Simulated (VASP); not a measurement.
# Tl (P6_3/mmc) in VASP: a series of runs

The runs below take Tl through single point, with PBE.

All numbers are computed with VASP 6.6.1; they aren't measurements. Logs are shortened: lines on timing, memory, paths and dates and some standing lists are left out, and cuts for length are marked.

### 1 The cell of the first run

The structure is hexagonal, space group P6_3/mmc (No. 194). The conventional cell has a = 2.608 Å, b = 2.608 Å, c = 4.274 Å, α = 90.00°, β = 90.00°, γ = 120.00°. Tl (site symmetry -6m2) has 12 Tl at 2.61 Å within 3.4 Å.

### 2 Single point, PBE

Contents of INCAR:

```
PREC = Accurate
ENCUT = 520
EDIFF = 1E-6
ISMEAR = -1
SIGMA = 0.1
LREAL = F
LASPH = T
NELM = 60
ALGO = Normal
ISIF = 2
LWAVE = F
LCHARG = F
GGA = PE
NBANDS = 20
```

Contents of KPOINTS:

```
Automatic mesh
0
Gamma
  14 14 8
```

Contents of POSCAR:

```
Tl
1.0
    2.6084390547      0.0000000000      0.0000000000
   -1.3042195273      2.2589744855      0.0000000000
    0.0000000000      0.0000000000      4.2739893651
Tl
2
Direct
    0.3333333333      0.6666666667      0.2500000000
    0.6666666667      0.3333333333      0.7500000000
```

Potentials or basis: VASP PAW PBE potentials, release 64 (Tl_d).

On the command line:

```console
> cat potpaw_PBE.64/Tl_d/POTCAR > POTCAR
> mpirun -np 1 vasp_std > vasp.out
```

OUTCAR:

```text
PREC = Accurate
   ENCUT = 520
   EDIFF = 1E-6
   ISMEAR = -1
   LREAL = F
   LASPH = T
   NELM = 60
   ISIF = 2
   GGA = PE

 ion  position               nearest neighbor table
   1  0.333  0.667  0.250-   2 2.61   2 2.61   2 2.61   2 2.61   2 2.61   2 2.61   2 3.69   2 3.69
                             2 3.69   2 3.69   2 3.69   2 3.69
   2  0.667  0.333  0.750-   1 2.61   1 2.61   1 2.61   1 2.61   1 2.61   1 2.61   1 3.69   1 3.69
                             1 3.69   1 3.69   1 3.69   1 3.69

  LATTYP: Found a hexagonal cell.
 ALAT       =     2.6084390547
 C/A-ratio  =     1.6385237590

  Lattice vectors:

 A1 = (   2.6084390547,   0.0000000000,   0.0000000000)
 A2 = (  -1.3042195273,   2.2589744855,   0.0000000000)
 A3 = (   0.0000000000,   0.0000000000,   4.2739893651)

Analysis of symmetry for initial positions (statically):
=====================================================================
 Subroutine PRICEL returns:
 Original cell was already a primitive cell.

 Routine SETGRP: Setting up the symmetry group for a
 hexagonal supercell.

 Subroutine GETGRP returns: Found 24 space group operations
 (whereof 12 operations were pure point group operations)
 out of a pool of 24 trial point group operations.

The static configuration has the point symmetry D_3d.
 The point group associated with its full space group is D_6h.

Analysis of symmetry for dynamics (positions and initial velocities):
=====================================================================
 Subroutine PRICEL returns:
 Original cell was already a primitive cell.

 Routine SETGRP: Setting up the symmetry group for a
 hexagonal supercell.

 Subroutine GETGRP returns: Found 24 space group operations
 (whereof 12 operations were pure point group operations)
 out of a pool of 24 trial point group operations.

The dynamic configuration has the point symmetry D_3d.
 The point group associated with its full space group is D_6h.

 Subroutine INISYM returns: Found 24 space group operations
 (whereof 12 operations are pure point group operations),
 and found     1 'primitive' translations

----------------------------------------------------------------------------------------

                                     Primitive cell

  volume of cell :      25.1840

  direct lattice vectors                    reciprocal lattice vectors
     2.608439055  0.000000000  0.000000000     0.383371043  0.221339375  0.000000000
    -1.304219527  2.258974486  0.000000000     0.000000000  0.442678749  0.000000000
     0.000000000  0.000000000  4.273989365     0.000000000  0.000000000  0.233973441

  length of vectors
     2.608439055  2.608439055  4.273989365     0.442678749  0.442678749  0.233973441

  position of ions in fractional coordinates (direct lattice)
     0.333333333  0.666666667  0.250000000
     0.666666667  0.333333333  0.750000000

  ion indices of the primitive-cell ions
   primitive index   ion index
                 1           1
                 2           2

----------------------------------------------------------------------------------------

 KPOINTS: Automatic mesh

Automatic generation of k-mesh.
 Grid dimensions read from file:
 generate k-points for:   14   14    8

 Generating k-lattice:

  Cartesian coordinates                     Fractional coordinates (reciprocal lattice)
     0.027383646  0.015809955  0.000000000     0.071428571  0.000000000  0.000000000
     0.000000000  0.031619911  0.000000000     0.000000000  0.071428571  0.000000000
     0.000000000  0.000000000  0.029246680     0.000000000  0.000000000  0.125000000

  Length of vectors
     0.031619911  0.031619911  0.029246680

  Shift w.r.t. Gamma in fractional coordinates (k-lattice)
     0.000000000  0.000000000  0.000000000

 Subroutine IBZKPT returns following result:
 ===========================================

 Found    120 irreducible k-points:

 Following reciprocal coordinates:
            Coordinates               Weight
  0.000000  0.000000  0.000000      1.000000
  0.071429  0.000000  0.000000      6.000000
  0.142857 -0.000000  0.000000      6.000000
  0.214286 -0.000000  0.000000      6.000000
  0.285714 -0.000000  0.000000      6.000000
  0.357143 -0.000000  0.000000      6.000000
[... 16 lines left out ...]
  0.285714  0.285714  0.000000      6.000000
  0.357143  0.285714  0.000000      6.000000
 [... further k-points ...]
   k-points           NKPTS =    120   k-points in BZ     NKDIM =    120   number of bands    NBANDS=     20
   number of dos      NEDOS =    301   number of ions     NIONS =      2
   total plane-waves  NPLWV =  12800
   dimension x,y,z NGX =    20 NGY =   20 NGZ =   32
   dimension x,y,z NGXF=    40 NGYF=   40 NGZF=   64
   ions per type =               2
   NGX,Y,Z   is equivalent  to a cutoff of  12.75, 12.75, 12.45 a.u.
   NGXF,Y,Z  is equivalent  to a cutoff of  25.49, 25.49, 24.89 a.u.
 SYSTEM =  unknown system
   PREC   = accura    normal or accurate (medium, high low for compatibility)
   ISTART =      0    job   : 0-new  1-cont  2-samecut
   ICHARG =      2    charge: 1-file 2-atom 10-const
   ISPIN  =      1    spin polarized calculation?
   LNONCOLLINEAR =      F non collinear calculations
   LSORBIT =      F    spin-orbit coupling
   LASPH  =      T    aspherical Exc in radial PAW
   ENCUT  =  520.0 eV  38.22 Ry    6.18 a.u.   4.85  4.85  7.95*2*pi/ulx,y,z
   NELM   =     60;   NELMIN=  2; NELMDL= -5     # of ELM steps
   EDIFF  = 0.1E-05   stopping-criterion for ELM
   LREAL  =      F    real-space projection
   EDIFFG = 0.1E-04   stopping-criterion for IOM
   NSW    =      0    number of steps for IOM
   IBRION =     -1    ionic relax: 0-MD 1-quasi-New 2-CG
   NFREE  =      0    steps in history (QN), initial steepest desc. (CG)
   ISIF   =      2    stress and relaxation
   ISYM   =      2    0-nonsym 1-usesym 2-fastsym
   POTIM  = 0.5000    time-step for ionic-motion
   TEBEG  =    0.0;   TEEND  =   0.0 temperature during run
   PSTRESS=    0.0 pullay stress
   NELECT =      26.0000    total number of electrons
   NUPDOWN=      -1.0000    fix difference up-down
   EMIN   =  10.00;   EMAX   =-10.00  energy-range for DOS
   EFERMI =   0.00;   METHOD = LEGACY
   ISMEAR =    -1;   SIGMA  =   0.10  broadening in eV -4-tet -1-fermi 0-gaus
   EFERMI_NEDOS =   21; number of points for ismear=-14 and -15
   IALGO  =     38    algorithm
   IMIX   =      4    mixing-type and parameters
     AMIX     =   0.40;   BMIX     =  1.00
     AMIX_MAG =   1.60;   BMIX_MAG =  1.00
  volume/ion in A,a.u.               =      12.59        84.98
  Fermi-wavevector in a.u.,A,eV,Ry     =   1.654592  3.126725 37.248304  2.737673
  Thomas-Fermi vector in A             =   2.742833
   LORBIT       =      0    0 simple, 1 ext, 2 COOP (PROOUT), +10 PAW based schemes
   GGA     = PE    functional components
   LHFCALC =     F    Hartree Fock is set to
   AEXX    =    0.0000 exact exchange contribution
   IVDW    =     0    specifies the selected vdW correction
   LEPSILON=     F    determine dielectric tensor
   LRPA    =     F    only Hartree local field effects (RPA)
 non-spin polarized calculation
  energy-cutoff  :      520.00
  volume of cell :       25.18
 maximum number of plane-waves:       691
 NGX is ok and might be reduce to    20
   NGX =  9   NGY =  9   NGZ = 15

 number of electron      26.0000005 magnetization

 Free energy of the ion-electron system (eV)
  ---------------------------------------------------
  ext. energy  EPLUGINS =         0.00000000
  ---------------------------------------------------
  free energy    TOTEN  =         8.87450208 eV

  energy without entropy =        8.89479063  energy(sigma->0) =        8.88464636

 E-fermi :  21.5701     XC(G=0): -14.9700

 val. band max:       21.5695670927   @ k =   0.4286  -0.0000   0.0000
 cond. band min:      21.5811111409   @ k =   0.2143   0.2143   0.2500
 fundamental gap:      0.0115440482
 Fermi energy:        21.5700798768

 k-point     1 :       0.0000    0.0000    0.0000
  band No.  band energies     occupation
      1       1.3864      2.00000
      2       2.8348      2.00000
      3       5.3035      2.00000
      4       5.5035      2.00000
      5       5.5035      2.00000
      6       5.8910      2.00000
[... 12 lines left out ...]
     19      38.1138      0.00000
     20      38.1138      0.00000

 k-point     2 :       0.0714    0.0000    0.0000
  band No.  band energies     occupation
      1       1.5842      2.00000
      2       2.9723      2.00000
      3       5.1789      2.00000
      4       5.6255      2.00000
      5       5.6316      2.00000
      6       5.8426      2.00000
[... 12 lines left out ...]
     19      36.4218      0.00000
     20      38.3340      0.00000

 k-point     3 :       0.1429   -0.0000    0.0000
  band No.  band energies     occupation
      1       2.1377      2.00000
      2       3.3150      2.00000
      3       4.9809      2.00000
      4       5.6604      2.00000
      5       5.9825      2.00000
      6       5.9919      2.00000
[... 12 lines left out ...]
     19      34.7104      0.00000
     20      38.9735      0.00000

 k-point     4 :       0.2143   -0.0000    0.0000
  band No.  band energies     occupation
      1       2.8763      2.00000
      2       3.5804      2.00000
      3       5.0055      2.00000
      4       5.3307      2.00000
      5       5.5716      2.00000
      6       5.9930      2.00000
[... 12 lines left out ...]
     19      35.1999      0.00000
     20      37.7958      0.00000

 k-point     5 :       0.2857   -0.0000    0.0000
  band No.  band energies     occupation
      1       3.3754      2.00000
      2       3.5166      2.00000
      3       4.6388      2.00000
      4       5.5580      2.00000
      5       5.6954      2.00000
      6       5.7453      2.00000
[... 12 lines left out ...]
     19      34.2617      0.00000
     20      38.2751      0.00000
[... 353 lines left out ...]
      6       6.0120      2.00000
[... 12 lines left out ...]
     19      30.3985      0.00000
     20      39.6586      0.00000

 k-point    22 :       0.3571    0.2143    0.0000
  band No.  band energies     occupation
      1       3.6641      2.00000
      2       3.9504      2.00000
      3       4.3143      2.00000
      4       5.2835      2.00000
      5       5.8029      2.00000
      6       5.8942      2.00000
[... 12 lines left out ...]
     19      29.6826      0.00000
     20      40.1605      0.00000

 k-point    23 :       0.2857    0.2857    0.0000
  band No.  band energies     occupation
      1       3.6799      2.00000
      2       4.3370      2.00000
      3       4.4786      2.00000
      4       5.2794      2.00000
      5       5.4874      2.00000
      6       5.7625      2.00000
[... 12 lines left out ...]
     19      29.1433      0.00000
     20      40.1154      0.00000

 k-point    24 :       0.3571    0.2857    0.0000
  band No.  band energies     occupation
      1       3.6285      2.00000
      2       4.4414      2.00000
      3       4.5542      2.00000
      4       5.3734      2.00000
      5       5.4542      2.00000
      6       5.5954      2.00000
[... 12 lines left out ...]
     19      29.0512      0.00000
     20      39.9925      0.00000

 [... further k-points ...]

------------------------ aborting loop because EDIFF is reached ----------------------------------------

  FORCE on cell =-STRESS in cart. coord.  units (eV):
  Direction    XX          YY          ZZ          XY          YZ          ZX
  --------------------------------------------------------------------------------------
  -------------------------------------------------------------------------------------
  Total       46.4540657     46.4540657     46.3290481      0.0000000      0.0000000      0.0000000
  in kB     2955.3495489   2955.3495486   2947.3960865      0.0000001      0.0000000      0.0000000
  external PRESSURE =    2952.6983947 kB  Pullay stress =       0.0000000 kB

 VOLUME and BASIS-vectors are now :
 -----------------------------------------------------------------------------
  energy-cutoff  :      520.00
  volume of cell :       25.18
      direct lattice vectors                 reciprocal lattice vectors
     2.608439055  0.000000000  0.000000000     0.383371043  0.221339375  0.000000000
    -1.304219527  2.258974486  0.000000000     0.000000000  0.442678749  0.000000000
     0.000000000  0.000000000  4.273989365     0.000000000  0.000000000  0.233973441

 POSITION                                       TOTAL-FORCE (eV/Angst)
 -----------------------------------------------------------------------------------
     -0.00000      1.50598      1.06850        -0.000000      0.000000      0.000000
      1.30422      0.75299      3.20549         0.000000      0.000000      0.000000
 -----------------------------------------------------------------------------------
    total drift:                               -0.000000      0.000000      0.000000

  FREE ENERGIE OF THE ION-ELECTRON SYSTEM (eV)
  ---------------------------------------------------
  free  energy   TOTEN  =         8.8745020836 eV

  energy  without entropy=        8.8947906316  energy(sigma->0) =        8.88464636
```

It took 18 s on 1 thread of AMD EPYC 9R45 (Zen 5), shared host; peak memory 0.14 GiB.

What came out:

* Free energy: 8.8745 eV
* Pressure: 295.3 GPa
* Band gap on the k mesh: zero (bands 13 and 14 overlap by 9.47 eV)

Levels at points of the mesh, in eV from the Fermi level:
```tsv
k point	band 10	band 11	band 12	band 13	band 14	band 15	band 16	band 17
(0.00, 0.00, 0.00)	-13.24	-13.24	-9.22	-4.84	8.50	10.38	11.16	13.98
(0.50, 0.00, 0.00)	-12.72	-8.51	-7.00	-0.76	0.75	1.57	4.10	5.81
(0.00, 0.00, 0.50)	-13.82	-13.82	-13.82	5.41	5.41	8.94	8.94	13.67
(0.50, 0.00, 0.50)	-12.81	-7.74	-7.74	-3.48	-3.48	8.07	8.07	8.30
```

Caveat: the cell stands under pressure; spin-orbit coupling is left out, which moves the levels of the heavy elements.

### 3 Single point, PBE (12.59 Å³/atom)

Contents of INCAR:

```
  PREC = Accurate
  ENCUT = 520
  EDIFF = 1E-6
  ISMEAR = -1
  SIGMA = 0.1
  LREAL = False
  LASPH = True
  NELM = 100
  ALGO = Normal
  ISIF = 2
  LWAVE = False
  LCHARG = False
  GGA = PE
  NBANDS = 20
```

Contents of KPOINTS:

```
regular mesh
0
Gamma
  14 14 8
```

Contents of POSCAR:

```
Tl
1.0
    2.6084390546      0.0000000000      0.0000000000
   -1.3042195274      2.2589744855      0.0000000000
    0.0000000000      0.0000000000      4.2739893651
Tl
2
Direct
    0.3333333333      0.6666666667      0.2500000000
    0.6666666667      0.3333333333      0.7500000000
```

Potentials or basis: VASP PAW PBE potentials, release 64 (Tl_d).

On the command line:

```console
> cat potpaw_PBE.64/Tl_d/POTCAR > POTCAR
> mpirun -np 1 vasp_std > vasp.out
```

It took 18 s on 1 thread of AMD EPYC 9R45 (Zen 5), shared host; peak memory 0.14 GiB.

The run converged. Its results:

| Quantity | Value |
| --- | --- |
| Free energy | 8.8745 eV |
| Pressure | 295.3 GPa |
| Band gap on the k mesh | zero (bands 13 and 14 overlap by 9.47 eV) |

Stress tensor (GPa, compression positive):
```
295.53   0.00   0.00
  0.00 295.53   0.00
  0.00   0.00 294.74
```

Levels at points of the mesh, in eV from the Fermi level:
```csv
k point,band 9,band 10,band 11,band 12,band 13,band 14,band 15,band 16,band 17,band 18
"(0.00, 0.00, 0.00)",-15.06,-13.24,-13.24,-9.22,-4.84,8.50,10.38,11.16,13.98,13.98
"(0.50, 0.00, 0.00)",-12.89,-12.72,-8.51,-7.00,-0.76,0.75,1.57,4.10,5.81,9.17
"(0.00, 0.00, 0.50)",-13.82,-13.82,-13.82,-13.82,5.41,5.41,8.94,8.94,13.67,13.67
"(0.50, 0.00, 0.50)",-12.81,-12.81,-7.74,-7.74,-3.48,-3.48,8.07,8.07,8.30,8.30
```

Caveat: the cell stands under pressure; spin-orbit coupling is left out, which moves the levels of the heavy elements.

(Continued in part 2 of 2.)

The gap in the log of VASP goes by the Fermi energy; the results here count the filled bands.